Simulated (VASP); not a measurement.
## AlGa3N4: single point with r2SCAN

Crystal: AlGa3N4.

```
Al Ga N
1.0
     4.39836    0.00000    0.00000
     0.00000    4.39836    0.00000
     0.00000    0.00000    4.53530
Al Ga N
1 3 4
Direct
  0.00000 0.00000 0.00000
  0.50000 0.50000 0.00000
  0.50000 0.00000 0.50000
  0.00000 0.50000 0.50000
  0.75548 0.75548 0.24485
  0.75548 0.24452 0.75515
  0.24452 0.75548 0.75515
  0.24452 0.24452 0.24485
```

```yaml
Program: VASP 6.6.1
Task: single point
Functional: r2SCAN
Potentials_or_basis: VASP PAW PBE potentials, release 64 (Al, Ga_d, N)
Cutoff: 520 eV
k_mesh: 6 × 6 × 6
Occupations: gaussian, width 0.02 eV
Spin: no spin polarisation
```

- Pressure: 3.7 GPa
- Largest force: 0.081 eV/Å
- Band gap on the k mesh: 2.87 eV

Forces in eV/Å, atoms in the order of the input:
```
Al   0.000  0.000  0.000
Ga   0.000  0.000  0.000
Ga   0.000  0.000  0.000
Ga   0.000  0.000  0.000
N    0.047  0.047 -0.048
N    0.047 -0.047  0.048
N   -0.047  0.047  0.048
N   -0.047 -0.047 -0.048
```

Stress tensor (GPa, compression positive):
```
5.22 0.00 0.00
0.00 5.22 0.00
0.00 0.00 0.74
```

Levels at points of the mesh, in eV from the valence-band top:
```
           k point  band 29  band 30  band 31  band 32  band 33  band 34
(0.00, 0.00, 0.00)    -0.14     0.00     0.00     2.87     3.83     3.83
(0.50, 0.00, 0.00)    -1.62    -1.36    -1.29     5.49     5.61     6.85
(0.50, 0.50, 0.00)    -0.91    -0.91    -0.54     7.43     7.65     7.65
(0.00, 0.00, 0.50)    -1.49    -1.16    -1.16     5.43     5.51     6.61
(0.50, 0.00, 0.50)    -1.14    -1.09    -0.74     7.34     7.53     7.55
(0.50, 0.50, 0.50)    -0.76    -0.69    -0.62     5.61     5.61     5.63
```

Run time: 5.8 min on 1 thread of AMD EPYC 9R45 96-Core Processor (Zen 5) (shared host), peak memory 0.26 GiB.

Caveat: the cell stands under pressure; the PAW data sets were made with another functional, which shifts forces and pressure a little.
